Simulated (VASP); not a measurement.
# Zn (Cmce) in VASP: single point with r2SCAN

Aim: the single point of Zn with r2SCAN.

Program: VASP 6.6.1. These are calculated values, not measurements. Logs are shortened: lines on timing, memory, paths and dates and some standing lists are left out, and cuts for length are marked.

**1. The cell of the first run**

It takes space group Cmce (No. 64, orthorhombic). The conventional cell has a = 4.224 Å, b = 7.158 Å, c = 4.229 Å, α = 90.00°, β = 90.00°, γ = 90.00°. Zn (site symmetry m) has 7 Zn at 2.28 to 2.62 Å within 3.0 Å.

**2. Single point, r2SCAN**

Contents of POSCAR:

```
Zn
1.0
    2.1117641652     -3.5790486377      0.0000000000
    2.1117641652      3.5790486377      0.0000000000
    0.0000000000      0.0000000000      4.2291463431
Zn
4
Direct
    0.1525000000      0.8475000000      0.0785000000
    0.6525000000      0.3475000000      0.4215000000
    0.8475000000      0.1525000000      0.9215000000
    0.3475000000      0.6525000000      0.5785000000
```

Contents of INCAR.step1:

```
SYSTEM = Zn
ALGO = Normal
EDIFF = 1E-4
ENCUT = 520
GGA = PE
ISMEAR = 0
LASPH = .True.
LCHARG = .False.
LREAL = .False.
LWAVE = .True.
NBANDS = 32
NELM = 100
PREC = Accurate
SIGMA = 0.1
```

Contents of INCAR.step2:

```
SYSTEM = Zn
ALGO = Normal
EDIFF = 1E-7
ENCUT = 520
ISIF = 2
ISMEAR = 0
ISTART = 1
LASPH = .True.
LCHARG = .False.
LMIXTAU = .True.
LREAL = .False.
LWAVE = .False.
METAGGA = R2SCAN
NBANDS = 32
NELM = 100
PREC = Accurate
SIGMA = 0.1
```

Contents of KPOINTS:

```
k-points
0
Gamma
  6 6 4
  0 0 0
```

Potentials or basis: VASP PAW PBE potentials, release 64 (Zn).

Started as:

```bash
$ cat potpaw_PBE.64/Zn/POTCAR > POTCAR
$ cp INCAR.step1 INCAR
$ mpirun -np 1 vasp_std > vasp.out
$ cp INCAR.step2 INCAR
$ mpirun -np 1 vasp_std > vasp.out
```

OUTCAR:

```text
SYSTEM = Zn
   EDIFF = 1E-7
   ENCUT = 520
   ISIF = 2
   ISMEAR = 0
   ISTART = 1
   LASPH = .True.
   LREAL = .False.
   METAGGA = R2SCAN
   NELM = 100
   PREC = Accurate

 ion  position               nearest neighbor table
   1  0.153  0.847  0.078-   3 2.28   4 2.53   4 2.53   2 2.56   2 2.56   3 2.62   3 2.62
   2  0.653  0.347  0.422-   4 2.28   3 2.53   3 2.53   1 2.56   1 2.56   4 2.62   4 2.62
   3  0.847  0.153  0.922-   1 2.28   2 2.53   2 2.53   4 2.56   4 2.56   1 2.62   1 2.62
   4  0.347  0.653  0.578-   2 2.28   1 2.53   1 2.53   3 2.56   3 2.56   2 2.62   2 2.62

  LATTYP: Found a base centered orthorhombic cell.
 ALAT       =     4.2235283304
 B/A-ratio  =     1.6948145521
 C/A-ratio  =     1.0013301705

  Lattice vectors:

 A1 = (   2.1117641652,  -3.5790486377,   0.0000000000)
 A2 = (   2.1117641652,   3.5790486377,   0.0000000000)
 A3 = (   0.0000000000,   0.0000000000,   4.2291463431)

Analysis of symmetry for initial positions (statically):
=====================================================================
 Subroutine PRICEL returns:
 Original cell was already a primitive cell.

 Routine SETGRP: Setting up the symmetry group for a
 base centered orthorhombic supercell.

 Subroutine GETGRP returns: Found  8 space group operations
 (whereof  4 operations were pure point group operations)
 out of a pool of  8 trial point group operations.

The static configuration has the point symmetry C_2h.
 The point group associated with its full space group is D_2h.

Analysis of symmetry for dynamics (positions and initial velocities):
=====================================================================
 Subroutine PRICEL returns:
 Original cell was already a primitive cell.

 Routine SETGRP: Setting up the symmetry group for a
 base centered orthorhombic supercell.

 Subroutine GETGRP returns: Found  8 space group operations
 (whereof  4 operations were pure point group operations)
 out of a pool of  8 trial point group operations.

The dynamic configuration has the point symmetry C_2h.
 The point group associated with its full space group is D_2h.

 Subroutine INISYM returns: Found  8 space group operations
 (whereof  4 operations are pure point group operations),
 and found     1 'primitive' translations

----------------------------------------------------------------------------------------

                                     Primitive cell

  volume of cell :      63.9287

  direct lattice vectors                    reciprocal lattice vectors
     2.111764165 -3.579048638  0.000000000     0.236768863 -0.139701929  0.000000000
     2.111764165  3.579048638  0.000000000     0.236768863  0.139701929  0.000000000
     0.000000000  0.000000000  4.229146343     0.000000000  0.000000000  0.236454338

  length of vectors
     4.155615122  4.155615122  4.229146343     0.274911119  0.274911119  0.236454338

  position of ions in fractional coordinates (direct lattice)
     0.152500000  0.847500000  0.078500000
     0.652500000  0.347500000  0.421500000
     0.847500000  0.152500000  0.921500000
     0.347500000  0.652500000  0.578500000

  ion indices of the primitive-cell ions
   primitive index   ion index
                 1           1
                 2           2
                 3           3
                 4           4

----------------------------------------------------------------------------------------

 KPOINTS: k-points

Automatic generation of k-mesh.
 Grid dimensions read from file:
 generate k-points for:    6    6    4

 Generating k-lattice:

  Cartesian coordinates                     Fractional coordinates (reciprocal lattice)
     0.039461477 -0.023283655  0.000000000     0.166666667  0.000000000  0.000000000
     0.039461477  0.023283655  0.000000000     0.000000000  0.166666667  0.000000000
     0.000000000  0.000000000  0.059113585     0.000000000  0.000000000  0.250000000

  Length of vectors
     0.045818520  0.045818520  0.059113585

  Shift w.r.t. Gamma in fractional coordinates (k-lattice)
     0.000000000  0.000000000  0.000000000

 Subroutine IBZKPT returns following result:
 ===========================================

 Found     39 irreducible k-points:

 Following reciprocal coordinates:
            Coordinates               Weight
  0.000000  0.000000  0.000000      1.000000
  0.166667  0.000000  0.000000      4.000000
  0.333333  0.000000  0.000000      4.000000
  0.500000  0.000000  0.000000      2.000000
  0.166667  0.166667  0.000000      2.000000
  0.333333  0.166667  0.000000      4.000000
[... 16 lines left out ...]
  0.333333  0.333333  0.250000      4.000000
  0.500000  0.333333  0.250000      8.000000
 [... further k-points ...]
   k-points           NKPTS =     39   k-points in BZ     NKDIM =     39   number of bands    NBANDS=     32
   number of dos      NEDOS =    301   number of ions     NIONS =      4
   total plane-waves  NPLWV =  32768
   dimension x,y,z NGX =    32 NGY =   32 NGZ =   32
   dimension x,y,z NGXF=    64 NGYF=   64 NGZF=   64
   ions per type =               4
   NGX,Y,Z   is equivalent  to a cutoff of  12.80, 12.80, 12.58 a.u.
   NGXF,Y,Z  is equivalent  to a cutoff of  25.60, 25.60, 25.16 a.u.
 SYSTEM =  Zn
   PREC   = accura    normal or accurate (medium, high low for compatibility)
   ISTART =      1    job   : 0-new  1-cont  2-samecut
   ICHARG =      0    charge: 1-file 2-atom 10-const
   ISPIN  =      1    spin polarized calculation?
   LNONCOLLINEAR =      F non collinear calculations
   LSORBIT =      F    spin-orbit coupling
   LASPH  =      T    aspherical Exc in radial PAW
   ENCUT  =  520.0 eV  38.22 Ry    6.18 a.u.   7.73  7.73  7.86*2*pi/ulx,y,z
   NELM   =    100;   NELMIN=  2; NELMDL=  0     # of ELM steps
   EDIFF  = 0.1E-06   stopping-criterion for ELM
   LREAL  =      F    real-space projection
   EDIFFG = 0.1E-05   stopping-criterion for IOM
   NSW    =      0    number of steps for IOM
   IBRION =     -1    ionic relax: 0-MD 1-quasi-New 2-CG
   NFREE  =      0    steps in history (QN), initial steepest desc. (CG)
   ISIF   =      2    stress and relaxation
   ISYM   =      2    0-nonsym 1-usesym 2-fastsym
   POTIM  = 0.5000    time-step for ionic-motion
   TEBEG  =    0.0;   TEEND  =   0.0 temperature during run
   PSTRESS=    0.0 pullay stress
   NELECT =      48.0000    total number of electrons
   NUPDOWN=      -1.0000    fix difference up-down
   EMIN   =  10.00;   EMAX   =-10.00  energy-range for DOS
   EFERMI =   0.00;   METHOD = LEGACY
   ISMEAR =     0;   SIGMA  =   0.10  broadening in eV -4-tet -1-fermi 0-gaus
   EFERMI_NEDOS =   21; number of points for ismear=-14 and -15
   IALGO  =     38    algorithm
   IMIX   =      4    mixing-type and parameters
     AMIX     =   0.40;   BMIX     =  1.00
     AMIX_MAG =   1.60;   BMIX_MAG =  1.00
  volume/ion in A,a.u.               =      15.98       107.85
  Fermi-wavevector in a.u.,A,eV,Ry     =   1.487956  2.811829 30.123464  2.214012
  Thomas-Fermi vector in A             =   2.601051
   LORBIT       =      0    0 simple, 1 ext, 2 COOP (PROOUT), +10 PAW based schemes
   METAGGA = R2SCAN    functional components
   LHFCALC =     F    Hartree Fock is set to
   AEXX    =    0.0000 exact exchange contribution
   IVDW    =     0    specifies the selected vdW correction
   LEPSILON=     F    determine dielectric tensor
   LRPA    =     F    only Hartree local field effects (RPA)
 non-spin polarized calculation
 Gauss-broadening in eV      SIGMA  =   0.10
  energy-cutoff  :      520.00
  volume of cell :       63.93
 maximum number of plane-waves:      1740
   NGX = 15   NGY = 15   NGZ = 15

 number of electron      48.0000009 magnetization

 Free energy of the ion-electron system (eV)
  ---------------------------------------------------
  ext. energy  EPLUGINS =         0.00000000
  ---------------------------------------------------
  free energy    TOTEN  =       -34.40302772 eV

  energy without entropy =      -34.39745353  energy(sigma->0) =      -34.40024062

 E-fermi :   2.3330     XC(G=0): -12.0994

 val. band max:        2.3186859423   @ k =  -0.3333   0.1667   0.0000
 cond. band min:       2.3502649193   @ k =   0.3333   0.0000   0.2500
 fundamental gap:      0.0315789771
 Fermi energy:         2.3330402186

 k-point     1 :       0.0000    0.0000    0.0000
  band No.  band energies     occupation
      1      -7.9774      2.00000
      2      -6.2176      2.00000
      3      -6.1387      2.00000
      4      -6.1245      2.00000
      5      -5.9923      2.00000
      6      -5.9145      2.00000
[... 24 lines left out ...]
     31      12.6287      0.00000
     32      13.5184      0.00000

 k-point     2 :       0.1667    0.0000    0.0000
  band No.  band energies     occupation
      1      -7.6547      2.00000
      2      -6.2181      2.00000
      3      -6.1779      2.00000
      4      -6.0574      2.00000
      5      -6.0278      2.00000
      6      -5.9391      2.00000
[... 24 lines left out ...]
     31      10.6403      0.00000
     32      12.2851      0.00000

 k-point     3 :       0.3333    0.0000    0.0000
  band No.  band energies     occupation
      1      -6.7804      2.00000
      2      -6.2211      2.00000
      3      -6.0739      2.00000
      4      -6.0653      2.00000
      5      -6.0625      2.00000
      6      -5.9652      2.00000
[... 24 lines left out ...]
     31      11.2728      0.00000
     32      11.9331      0.00000

 k-point     4 :       0.5000    0.0000    0.0000
  band No.  band energies     occupation
      1      -6.1930      2.00000
      2      -6.1930      2.00000
      3      -6.0403      2.00000
      4      -6.0403      2.00000
      5      -6.0078      2.00000
      6      -6.0078      2.00000
[... 654 lines left out ...]
     31       9.7766      0.00000
     32      10.9905      0.00000

 k-point    23 :       0.3333    0.3333    0.2500
  band No.  band energies     occupation
      1      -6.3206      2.00000
      2      -6.1728      2.00000
      3      -6.1547      2.00000
      4      -6.0893      2.00000
      5      -6.0695      2.00000
      6      -6.0277      2.00000
[... 24 lines left out ...]
     31      11.3093      0.00000
     32      12.7462      0.00000

 k-point    24 :       0.5000    0.3333    0.2500
  band No.  band energies     occupation
      1      -6.3061      2.00000
      2      -6.2379      2.00000
      3      -6.1564      2.00000
      4      -6.1382      2.00000
      5      -6.0697      2.00000
      6      -6.0437      2.00000
[... 24 lines left out ...]
     31      12.0539      0.00000
     32      13.6776      0.00000

 [... further k-points ...]
[... 5 lines left out ...]
  --------------------------------------------------------------------------------------
  -------------------------------------------------------------------------------------
  Total        1.8997813      5.6727180      2.9767603      0.0000000     -0.0000000      0.0000000
  in kB       47.6122239    142.1693742     74.6034169      0.0000000     -0.0000000      0.0000000
  external PRESSURE =      88.1283383 kB  Pullay stress =       0.0000000 kB

 VOLUME and BASIS-vectors are now :
 -----------------------------------------------------------------------------
  energy-cutoff  :      520.00
  volume of cell :       63.93
      direct lattice vectors                 reciprocal lattice vectors
     2.111764165 -3.579048638  0.000000000     0.236768863 -0.139701929  0.000000000
     2.111764165  3.579048638  0.000000000     0.236768863  0.139701929  0.000000000
     0.000000000  0.000000000  4.229146343     0.000000000  0.000000000  0.236454338

 POSITION                                       TOTAL-FORCE (eV/Angst)
 -----------------------------------------------------------------------------------
      2.11176      2.48744      0.33199         0.000000     -0.851693      0.226338
      2.11176     -1.09161      1.78259         0.000000     -0.851693     -0.226338
      2.11176     -2.48744      3.89716         0.000000      0.851693     -0.226338
      2.11176      1.09161      2.44656         0.000000      0.851693      0.226338
 -----------------------------------------------------------------------------------
    total drift:                               -0.000000     -0.000000     -0.000000

  FREE ENERGIE OF THE ION-ELECTRON SYSTEM (eV)
  ---------------------------------------------------
  free  energy   TOTEN  =       -34.4030277152 eV

  energy  without entropy=      -34.3974535343  energy(sigma->0) =      -34.40024062
```

Run time: 90 s. Hardware: 1 thread of Intel Xeon Platinum 8481C at 2.70GHz (Sapphire Rapids), shared host; peak memory 0.21 GiB.

Results:

* Free energy: -34.4030 eV
* Pressure: 8.8 GPa
* Largest force: 0.881 eV/Å
* Band gap on the k mesh: zero (band 24 reaches 5.37 eV, above the bottom of band 25 at 0.05 eV)

Forces in eV/Å, atoms in the order of the input:
```
Zn   0.000 -0.852  0.226
Zn   0.000 -0.852 -0.226
Zn   0.000  0.852 -0.226
Zn   0.000  0.852  0.226
```

Stress tensor (GPa, compression positive):
```
 4.76  0.00  0.00
 0.00 14.22  0.00
 0.00  0.00  7.46
```

Caveat: the k points lie up to 0.37 Å⁻¹ apart; the PAW data sets were made with another functional, which shifts forces and pressure a little.
